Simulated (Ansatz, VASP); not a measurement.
SrO: VASP beside Ansatz

INCAR

```
  ALGO = Normal
  EDIFF = 1E-8
  ENCUT = 520
  GGA = PE
  ISIF = 2
  ISMEAR = -1
  LASPH = T
  LCHARG = F
  LEFG = T
  LREAL = F
  LWAVE = F
  NBANDS = 15
  NELM = 60
  PREC = Accurate
  SIGMA = 0.02
```

The input KPOINTS:

```
k-points
0
Gamma
  8 8 8
```

The input POSCAR:

```
SrO
1.0
    0.0000000000      2.5698000000      2.5954980000
    2.5698000000      0.0000000000      2.5954980000
    2.5698000000      2.5698000000      0.0000000000
Sr O
1 1
Direct
    0.0000000000      0.0000000000      0.0000000000
    0.5000000000      0.5000000000      0.5000000000
```

Input for Ansatz:

```yaml
crystal:
  lattice:
    - [0.0, 2.5698, 2.595498]
    - [2.5698, 0.0, 2.595498]
    - [2.5698, 2.5698, 0.0]
  atoms:
    - { symbol: Sr, position: [0.0, 0.0, 0.0] }
    - { symbol: O, position: [0.5, 0.5, 0.5] }
kpoints:
  mp_grid: { grid: [8, 8, 8] }
scf:
  occupations: { method: fermi_dirac, width: 0.02 }
hamiltonian:
  xc: pbe
  pseudopotentials: { kind: all_electron, datasets: crystal }
output:
  forces: true
  stress: true
  eigenvalues: true
  efg: { contact_densities: true }
```

Change from the starting cell: zz strain of +1 %, crystal datasets.

Alike in both runs: task electric field gradients; functional PBE; k mesh 8 × 8 × 8; occupations fermi-dirac, width 0.02 eV; no spin polarisation.

|  | VASP | Ansatz |
| --- | --- | --- |
| version | VASP 6.6.1 | Ansatz 0.2.0 |
| potentials or method | VASP PAW PBE potentials, release 64 (Sr_sv, O), cutoff 520 eV | all-electron PAW with datasets made for the crystal, scalar-relativistic |

VASP gave:

* gap on the k mesh at the Fermi level (eV): 3.25
* pressure (GPa): 2.6
* traceless stress, the component that is largest in VASP (GPa): -0.89
* size of Vzz on the site where it differs most (V/Å²): 10.1

What did Ansatz give for the same quantities?

gap on the k mesh at the Fermi level (eV): 3.29; pressure (GPa): 2.0; traceless stress, the component that is largest in VASP (GPa): -0.84; size of Vzz on the site where it differs most (V/Å²): 9.9.

Ansatz ran all-electron here, and VASP with PAW potentials.
